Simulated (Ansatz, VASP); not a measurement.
**One calculation of Ru2C, two programs**

File INCAR:

```
ALGO     = Normal         # electronic algorithm
EDIFF    = 1E-6           # SCF threshold, eV
ENCUT    = 520            # plane-wave cutoff, eV
GGA      = PE             # functional
ISIF     = 2              # what is computed and relaxed
ISMEAR   = 0              # smearing method
LASPH    = T              # aspherical terms in the spheres
LCHARG   = F              # write CHGCAR
LREAL    = F              # projectors in reciprocal space
LWAVE    = F              # write WAVECAR
NBANDS   = 23             # bands
NELM     = 100            # most SCF steps
PREC     = Accurate       # precision mode
SIGMA    = 0.1            # smearing width, eV
```

File KPOINTS:

```
k-points
0
Gamma
  6 6 4
```

File POSCAR:

```
Ru2C
1.0
    2.9085513300      0.0000000000      0.0000000000
   -1.4542756700      2.5188793400      0.0000000000
    0.0000000000      0.0000000000      4.3706901200
Ru C
2 1
Direct
    0.6666666700      0.3333333300      0.2467073100
    0.3333333300      0.6666666700      0.7532926900
    0.0000000000      0.0000000000      0.5000000000
```

Input for Ansatz:

```yaml
crystal:
  lattice:
    - [2.90855133, 0.0, 0.0]
    - [-1.45427567, 2.51887934, 0.0]
    - [0.0, 0.0, 4.37069012]
  atoms:
    - { symbol: Ru, position: [0.66666667, 0.33333333, 0.24670731] }
    - { symbol: Ru, position: [0.33333333, 0.66666667, 0.75329269] }
    - { symbol: C, position: [0.0, 0.0, 0.5] }
basis:
  ecutwfc: 420
kpoints:
  mp_grid: { grid: [6, 6, 4] }
hamiltonian:
  xc: pbe
scf:
  occupations: { method: gaussian, width: 0.1 }
  lower_state_search: "off"
output:
  forces: true
  stress: true
  eigenvalues: true
```

Change from the starting cell: species swapped into the Cr2C type (P-3m1, No. 164).

Alike in both runs: task single point; functional PBE; k mesh 6 × 6 × 4; occupations gaussian, width 0.1 eV; no spin polarisation.

|  | VASP | Ansatz |
| --- | --- | --- |
| version | VASP 6.6.1 | Ansatz 0.2.0 |
| potentials or method | VASP PAW PBE potentials, release 64 (Ru_pv, C), cutoff 520 eV | scalar-relativistic, plane waves, PAW |
| valence electrons in the cell | 32 | 36 |

```csv
,VASP,Ansatz,Ansatz less VASP
gap on the k mesh at the Fermi level (eV),none,none,-
rms of the force components (eV/Å),0.008,0.019,+0.0109
```

Atom by atom the forces differ by 0.028 eV/Å (rms over components). A gap of «none» marks a metal or a gap that the smearing closes. VASP's potentials hold 32 valence electrons a cell and Ansatz's 36, so a difference there can come from the potentials and not from the codes.

The k mesh is coarse, so the values compare programs but aren't converged.
